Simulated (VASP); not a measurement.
Set up this calculation in VASP 6.6.1, as the native input.

```yaml
Task: single point
Functional: PBE
Potentials_or_basis: VASP PAW PBE potentials, release 64 (As)
Cutoff: 520 eV
k_mesh: 10 × 10 × 10
Occupations: fermi-dirac, width 0.03 eV
Spin: no spin polarisation
Dipole_correction: no
Further_INCAR_settings: ALGO = Normal; EDIFF = 1e-06; NBANDS = 12
```

The structure of As lies in POSCAR:

```
As
1.0
    1.9036109523      1.0990502958      3.6081612956
   -1.9036109523      1.0990502958      3.6081612956
    0.0000000000     -2.1981005915      3.6081612956
As
2
Direct
    0.7737100447      0.7737100447      0.7737100447
    0.2262899553      0.2262899553      0.2262899553
```

These files were run (other wordings do the same):

INCAR

```
PREC = Accurate ; ENCUT = 520
EDIFF = 1E-6 ; ISMEAR = -1
SIGMA = 0.03 ; LREAL = F
LASPH = T ; NELM = 60
ALGO = Normal ; ISIF = 2
LWAVE = F ; LCHARG = T
GGA = PE ; LELF = T
LVHAR = T ; NBANDS = 12
```

KPOINTS

```
Automatic mesh
0
Gamma
  10 10 10
```

Potentials or basis: VASP PAW PBE potentials, release 64 (As).

The run is started by

```bash
$ cat potpaw_PBE.64/As/POTCAR > POTCAR
$ mpirun -np 1 vasp_std > vasp.out
```

Results of the run:

```
Pressure               : 0.2 GPa
Largest force          : 0.051 eV/Å
Band gap on the k mesh : zero (bands 5 and 6 overlap by 0.40 eV)
```

Wall time 60 s on 1 thread of Intel Xeon 8259CL, on a shared host, peak memory 0.2 GiB.
